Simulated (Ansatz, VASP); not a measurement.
KF in VASP and in Ansatz

```
K F
1.0
     0.05522    2.59580    2.59580
     2.59580    0.05522    2.59580
     2.59580    2.59580    0.05522
K F
1 1
Direct
  0.00000 0.00000 0.00000
  0.50000 0.50000 0.50000
```

Alike in both runs: task single point; functional LDA; k mesh 8 × 8 × 8; occupations gaussian, width 0.05 eV; no spin polarisation.

|  | VASP | Ansatz |
| --- | --- | --- |
| version | VASP 6.6.1 | Ansatz 0.2.0 |
| potentials or method | VASP PAW LDA potentials, release 64 (K_sv, F), cutoff 520 eV | scalar-relativistic, plane waves, PAW |
| valence electrons in the cell | 16 | 16 |

VASP gave:

- gap on the k mesh at the Fermi level (eV): 6.42
- least direct gap on the mesh (eV): 6.42
- pressure (GPa): 0.9
- traceless stress, the component that is largest in VASP (GPa): -0.30

Question: Estimate Ansatz's values.

Answer: gap on the k mesh at the Fermi level (eV): 6.44; least direct gap on the mesh (eV): 6.44; pressure (GPa): 0.7; traceless stress, the component that is largest in VASP (GPa): -0.30.

LDA's correlation is that of Perdew and Zunger in VASP and of Perdew and Wang (1992) in Ansatz.
